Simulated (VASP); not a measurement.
# CoNiO2 (R-3m) in VASP: notebook

The runs below take CoNiO2 through single point, with PBE.

Everything below comes from runs of VASP 6.6.1. Logs are shortened: lines on timing, memory, paths and dates and some standing lists are left out, and cuts for length are marked.

### 1 The cell of the first run

The structure is trigonal, space group R-3m (No. 166). The conventional cell has a = 2.974 Å, b = 2.974 Å, c = 14.571 Å, α = 90.00°, β = 90.00°, γ = 120.00°. Within 2.8 Å of Co (site symmetry -3m) lie 6 O at 2.10 Å. Ni (site symmetry -3m) has 6 O at 2.10 Å within 2.8 Å. O (site symmetry 3m) has 3 Co at 2.10 Å and 3 Ni at 2.10 Å within 2.8 Å.

### 2 Single point, PBE, non-collinear spin, typed start

The input, INCAR:

```
PREC = Accurate
ENCUT = 600
EDIFF = 1E-6
ISMEAR = -1
SIGMA = 0.03
LREAL = False
LASPH = True
NELM = 200
ALGO = Normal
ISIF = 2
LWAVE = False
LCHARG = True
LNONCOLLINEAR = True
MAGMOM = 1.954 0.488 -2.614 2.817 -2.622 -0.632 0 0 0 0 0 0
LORBIT = 11
LMAXMIX = 4
GGA = PE
LVHAR = True
NBANDS = 45
ISYM = -1
GGA_COMPAT = False
```

The input, KPOINTS:

```
Automatic mesh
0
Gamma
  1 1 1
```

The input, POSCAR:

```
CoNiO2
1.0
    4.2064000000      2.1032000000      2.1032000000
    2.1032000000      4.2064000000      2.1032000000
    2.1032000000      2.1032000000      4.2064000000
Co Ni O
1 1 2
Direct
    0.0000000000      0.0000000000      0.0000000000
    0.5000000000      0.5000000000      0.5000000000
    0.2500000000      0.2500000000      0.2500000000
    0.7500000000      0.7500000000      0.7500000000
```

Potentials or basis: VASP PAW PBE potentials, release 64 (Co, Ni, O).

Launch:

```console
cat potpaw_PBE.64/Co/POTCAR potpaw_PBE.64/Ni/POTCAR potpaw_PBE.64/O/POTCAR > POTCAR
mpirun -np 1 vasp_ncl > vasp.out
```

OUTCAR:

```text
PREC = Accurate
   ENCUT = 600
   EDIFF = 1E-6
   ISMEAR = -1
   LREAL = False
   LASPH = True
   NELM = 200
   ISIF = 2
   LNONCOLLINEAR = True
   LORBIT = 11
   GGA = PE
   ISYM = -1

 ion  position               nearest neighbor table
   1  0.000  0.000  0.000-   4 2.10   4 2.10   4 2.10   3 2.10   3 2.10   3 2.10   2 2.97   2 2.97
                             2 2.97   2 2.97   2 2.97   2 2.97
   2  0.500  0.500  0.500-   3 2.10   3 2.10   3 2.10   4 2.10   4 2.10   4 2.10   1 2.97   1 2.97
                             1 2.97   1 2.97   1 2.97   1 2.97
   3  0.250  0.250  0.250-   1 2.10   1 2.10   1 2.10   2 2.10   2 2.10   2 2.10
   4  0.750  0.750  0.750-   2 2.10   2 2.10   2 2.10   1 2.10   1 2.10   1 2.10

IMPORTANT INFORMATION: All symmetrisations will be switched off!
NOSYMM: (Re-)initialisation of all symmetry stuff for point group C_1.

----------------------------------------------------------------------------------------

                                     Primitive cell

  volume of cell :      37.2136

  direct lattice vectors                    reciprocal lattice vectors
     4.206400000  2.103200000  2.103200000     0.356599467 -0.118866489 -0.118866489
     2.103200000  4.206400000  2.103200000    -0.118866489  0.356599467 -0.118866489
     2.103200000  2.103200000  4.206400000    -0.118866489 -0.118866489  0.356599467

  length of vectors
     5.151766827  5.151766827  5.151766827     0.394235545  0.394235545  0.394235545

  position of ions in fractional coordinates (direct lattice)
     0.000000000  0.000000000  0.000000000
     0.500000000  0.500000000  0.500000000
     0.250000000  0.250000000  0.250000000
     0.750000000  0.750000000  0.750000000

  ion indices of the primitive-cell ions
   primitive index   ion index
                 1           1
                 2           2
                 3           3
                 4           4

----------------------------------------------------------------------------------------

 KPOINTS: Automatic mesh

Automatic generation of k-mesh.
 Grid dimensions read from file:
 generate k-points for:    1    1    1

 Generating k-lattice:

  Cartesian coordinates                     Fractional coordinates (reciprocal lattice)
     0.356599467 -0.118866489 -0.118866489     1.000000000  0.000000000  0.000000000
    -0.118866489  0.356599467 -0.118866489     0.000000000  1.000000000  0.000000000
    -0.118866489 -0.118866489  0.356599467     0.000000000  0.000000000  1.000000000

  Length of vectors
     0.394235545  0.394235545  0.394235545

  Shift w.r.t. Gamma in fractional coordinates (k-lattice)
     0.000000000  0.000000000  0.000000000

 Subroutine IBZKPT returns following result:
 ===========================================

 Found      1 irreducible k-points:

 Following reciprocal coordinates:
            Coordinates               Weight
  0.000000  0.000000  0.000000      1.000000
   k-points           NKPTS =      1   k-points in BZ     NKDIM =      1   number of bands    NBANDS=     45
   number of dos      NEDOS =    301   number of ions     NIONS =      4
   total plane-waves  NPLWV =  74088
   dimension x,y,z NGX =    42 NGY =   42 NGZ =   42
   dimension x,y,z NGXF=    84 NGYF=   84 NGZF=   84
   ions per type =               1   1   2
   NGX,Y,Z   is equivalent  to a cutoff of  13.55, 13.55, 13.55 a.u.
   NGXF,Y,Z  is equivalent  to a cutoff of  27.11, 27.11, 27.11 a.u.
 SYSTEM =  unknown system
   PREC   = accura    normal or accurate (medium, high low for compatibility)
   ISTART =      0    job   : 0-new  1-cont  2-samecut
   ICHARG =      2    charge: 1-file 2-atom 10-const
   ISPIN  =      1    spin polarized calculation?
   LNONCOLLINEAR =      T non collinear calculations
   LSORBIT =      F    spin-orbit coupling
   LASPH  =      T    aspherical Exc in radial PAW
   ENCUT  =  600.0 eV  44.10 Ry    6.64 a.u.  10.29 10.29 10.29*2*pi/ulx,y,z
   NELM   =    200;   NELMIN=  2; NELMDL= -5     # of ELM steps
   EDIFF  = 0.1E-05   stopping-criterion for ELM
   LREAL  =      F    real-space projection
   EDIFFG = 0.1E-04   stopping-criterion for IOM
   NSW    =      0    number of steps for IOM
   IBRION =     -1    ionic relax: 0-MD 1-quasi-New 2-CG
   NFREE  =      0    steps in history (QN), initial steepest desc. (CG)
   ISIF   =      2    stress and relaxation
   ISYM   =     -1    0-nonsym 1-usesym 2-fastsym
   POTIM  = 0.5000    time-step for ionic-motion
   TEBEG  =    0.0;   TEEND  =   0.0 temperature during run
   PSTRESS=    0.0 pullay stress
   NELECT =      31.0000    total number of electrons
   NUPDOWN=      -1.0000    fix difference up-down
   EMIN   =  10.00;   EMAX   =-10.00  energy-range for DOS
   EFERMI =   0.00;   METHOD = LEGACY
   ISMEAR =    -1;   SIGMA  =   0.03  broadening in eV -4-tet -1-fermi 0-gaus
   EFERMI_NEDOS =   21; number of points for ismear=-14 and -15
   IALGO  =     38    algorithm
   IMIX   =      4    mixing-type and parameters
     AMIX     =   0.40;   BMIX     =  1.00
     AMIX_MAG =   1.60;   BMIX_MAG =  1.00
  volume/ion in A,a.u.               =       9.30        62.78
  Fermi-wavevector in a.u.,A,eV,Ry     =   1.540381  2.910898 32.283546  2.372774
  Thomas-Fermi vector in A             =   2.646476
   LORBIT       =     11    0 simple, 1 ext, 2 COOP (PROOUT), +10 PAW based schemes
   GGA     = PE    functional components
   LHFCALC =     F    Hartree Fock is set to
   AEXX    =    0.0000 exact exchange contribution
   IVDW    =     0    specifies the selected vdW correction
   LEPSILON=     F    determine dielectric tensor
   LRPA    =     F    only Hartree local field effects (RPA)
  energy-cutoff  :      600.00
  volume of cell :       37.21
 maximum number of plane-waves:      2438
 NGX is ok and might be reduce to    42
   NGX = 21   NGY = 21   NGZ = 21

 number of electron      31.0000000 magnetization       1.1265939     -0.1684474     -1.0823254

 number of electron      30.9999999 magnetization       0.4319182      0.3660875     -0.8242721

 Free energy of the ion-electron system (eV)
  ---------------------------------------------------
  ext. energy  EPLUGINS =         0.00000000
  ---------------------------------------------------
  free energy    TOTEN  =       -21.00326483 eV

  energy without entropy =      -21.00326391  energy(sigma->0) =      -21.00326437

 E-fermi :   8.0494     XC(G=0): -12.2944

 val. band max:        7.6145821850   @ k =   0.0000   0.0000   0.0000
 cond. band min:       8.4634253666   @ k =   0.0000   0.0000   0.0000
 fundamental gap:      0.8488431817
 Fermi energy:         8.0493776751

 k-point     1 :       0.0000    0.0000    0.0000
  band No.  band energies     occupation
      1     -11.8508      1.00000
      2     -11.8245      1.00000
      3     -10.4901      1.00000
      4     -10.4671      1.00000
      5       0.2812      1.00000
      6       0.4194      1.00000
      7       2.9564      1.00000
      8       2.9567      1.00000
      9       3.0336      1.00000
     10       3.0339      1.00000
     11       5.4083      1.00000
     12       5.4088      1.00000
     13       5.4378      1.00000
     14       5.4383      1.00000
     15       5.5205      1.00000
     16       5.6308      1.00000
     17       5.7066      1.00000
     18       6.3466      1.00000
     19       6.3467      1.00000
     20       6.5015      1.00000
     21       6.5018      1.00000
     22       6.7058      1.00000
     23       6.7060      1.00000
     24       6.7940      1.00000
     25       6.9385      1.00000
     26       6.9388      1.00000
     27       7.1958      1.00000
     28       7.2276      1.00000
     29       7.2279      1.00000
     30       7.6145      1.00000
     31       7.6146      1.00000
     32       8.4634      0.00000
     33       9.7368      0.00000
     34       9.7372      0.00000
     35       9.8795      0.00000
     36      10.0023      0.00000
     37      10.0493      0.00000
     38      10.0496      0.00000
     39      13.8157      0.00000
     40      14.0476      0.00000
     41      18.3790      0.00000
     42      18.5570      0.00000
     43      22.1894      0.00000
 [bands above 43 left out]

------------------------ aborting loop because EDIFF is reached ----------------------------------------

  FORCE on cell =-STRESS in cart. coord.  units (eV):
  Direction    XX          YY          ZZ          XY          YZ          ZX
  --------------------------------------------------------------------------------------
  -------------------------------------------------------------------------------------
  Total       -4.1777339     -4.1777649     -4.1783758     -0.1059456     -0.1044092     -0.1054237
  in kB     -179.8662353   -179.8675707   -179.8938708     -4.5613330     -4.4951845     -4.5388635
  external PRESSURE =    -179.8758922 kB  Pullay stress =       0.0000000 kB

 VOLUME and BASIS-vectors are now :
 -----------------------------------------------------------------------------
  energy-cutoff  :      600.00
  volume of cell :       37.21
      direct lattice vectors                 reciprocal lattice vectors
     4.206400000  2.103200000  2.103200000     0.356599467 -0.118866489 -0.118866489
     2.103200000  4.206400000  2.103200000    -0.118866489  0.356599467 -0.118866489
     2.103200000  2.103200000  4.206400000    -0.118866489 -0.118866489  0.356599467

 POSITION                                       TOTAL-FORCE (eV/Angst)
 -----------------------------------------------------------------------------------
      0.00000      0.00000      0.00000        -0.000040     -0.000108     -0.000032
      4.20640      4.20640      4.20640         0.000012     -0.000067      0.000141
      2.10320      2.10320      2.10320         0.992419      0.992241      0.992671
      6.30960      6.30960      6.30960        -0.992391     -0.992066     -0.992779
 -----------------------------------------------------------------------------------
    total drift:                                0.000131      0.000106     -0.000079

  FREE ENERGIE OF THE ION-ELECTRON SYSTEM (eV)
  ---------------------------------------------------
  free  energy   TOTEN  =       -21.0032648294 eV

  energy  without entropy=      -21.0032639078  energy(sigma->0) =      -21.00326437

 total charge

# of ion       s       p       d       tot
------------------------------------------
    1        0.318   0.163   7.447   7.928
    2        0.337   0.170   8.533   9.040
    3        1.429   3.582   0.000   5.010
    4        1.429   3.582   0.000   5.010
--------------------------------------------------
tot          3.513   7.495  15.980  26.989

 magnetization (x)

# of ion       s       p       d       tot
------------------------------------------
    1        0.006   0.001   0.458   0.465
    2        0.004  -0.000  -0.049  -0.046
    3       -0.000   0.004   0.000   0.003
    4       -0.000   0.004   0.000   0.003
--------------------------------------------------
tot          0.009   0.008   0.409   0.426

 magnetization (y)

# of ion       s       p       d       tot
------------------------------------------
    1        0.005   0.001   0.389   0.394
    2        0.003  -0.000  -0.042  -0.039
    3       -0.000   0.003   0.000   0.003
    4       -0.000   0.003   0.000   0.003
--------------------------------------------------
tot          0.008   0.007   0.346   0.361

 magnetization (z)

# of ion       s       p       d       tot
------------------------------------------
    1       -0.011  -0.002  -0.875  -0.888
    2       -0.008   0.000   0.095   0.087
    3        0.001  -0.007   0.000  -0.007
    4        0.001  -0.007   0.000  -0.007
--------------------------------------------------
tot         -0.017  -0.016  -0.780  -0.813
```

It took 3.1 min on 1 thread of AMD EPYC 7R13 (Zen 3), shared host; peak memory 0.56 GiB.

Results:

```yaml
Free_energy: -21.0033 eV
Pressure: -18.0 GPa
Largest_force: 1.719 eV/Å
Band_gap_on_the_k_mesh: 0.85 eV
Net_moment: 1.00 μB per cell
Valence_electrons_inside_the_program's_atomic_spheres: Co 7.93; Ni 9.04; O 5.01
```

Forces on the atoms (eV/Å):
```
Co   0.000  0.000  0.000
Ni   0.000  0.000  0.000
O    0.992  0.992  0.993
O   -0.992 -0.992 -0.993
```

Moments on the atoms (μB; x, y, z):
```
Co   0.47  0.39 -0.89
Ni  -0.05 -0.04  0.09
O    0.00  0.00 -0.01
O    0.00  0.00 -0.01
```

Caveat: the k points lie up to 2.48 Å⁻¹ apart; forces of over 1 eV/Å act on the atoms, so gaps and moduli don't describe the material at rest. A k mesh can miss the band edges.

### 3 Single point, PBE, non-collinear spin, typed start

The input, INCAR:

```
  PREC = Accurate
  ENCUT = 600
  EDIFF = 1E-6
  ISMEAR = -1
  SIGMA = 0.03
  LREAL = False
  LASPH = True
  NELM = 200
  ALGO = Normal
  ISIF = 2
  LWAVE = False
  LCHARG = True
  LNONCOLLINEAR = True
  MAGMOM = 1.954 0.488 -2.614 2.817 -2.622 -0.632 0 0 0 0 0 0
  LORBIT = 11
  LMAXMIX = 4
  GGA = PE
  LVHAR = True
  NBANDS = 45
  GGA_COMPAT = False
```

KPOINTS is that of step 2.

POSCAR is that of step 2.

Potentials or basis: VASP PAW PBE potentials, release 64 (Co, Ni, O).

Launch:

```console
cat potpaw_PBE.64/Co/POTCAR potpaw_PBE.64/Ni/POTCAR potpaw_PBE.64/O/POTCAR > POTCAR
mpirun -np 1 vasp_ncl > vasp.out
```

Wall time 2.1 min (1 thread of AMD EPYC 7R13 (Zen 3), shared host); peak memory 0.55 GiB.

It converged, with:

| Property | Result |
| --- | --- |
| Free energy | -21.0033 eV |
| Pressure | -18.0 GPa |
| Largest force | 1.719 eV/Å |
| Band gap on the k mesh | 0.85 eV |
| Net moment | 1.00 μB per cell |
| Valence electrons inside the program's atomic spheres | Co 7.93; Ni 9.04; O 5.01 |

Forces on the atoms (eV/Å):
```
Co   0.000  0.000  0.000
Ni   0.000  0.000  0.000
O    0.992  0.993  0.993
O   -0.992 -0.993 -0.993
```

Stress tensor (GPa, compression positive):
```
-17.99  -0.46  -0.45
 -0.46 -17.99  -0.45
 -0.45  -0.45 -17.99
```

Levels at points of the mesh, in eV from the valence-band top:
```csv
k point,band 27,band 28,band 29,band 30,band 31,band 32,band 33,band 34,band 35,band 36
"(0.00, 0.00, 0.00)",-0.42,-0.39,-0.39,0.00,0.00,0.85,2.12,2.12,2.27,2.39
```

Moments on the atoms (μB; x, y, z):
```
Co   0.46  0.39 -0.89
Ni  -0.04 -0.04  0.09
O    0.00  0.00 -0.01
O    0.00  0.00 -0.01
```

Caveat: the k points lie up to 2.48 Å⁻¹ apart; forces of over 1 eV/Å act on the atoms, so gaps and moduli don't describe the material at rest. As with any semilocal functional, this PBE gap is likely too small.

[end of part 1 of 2]
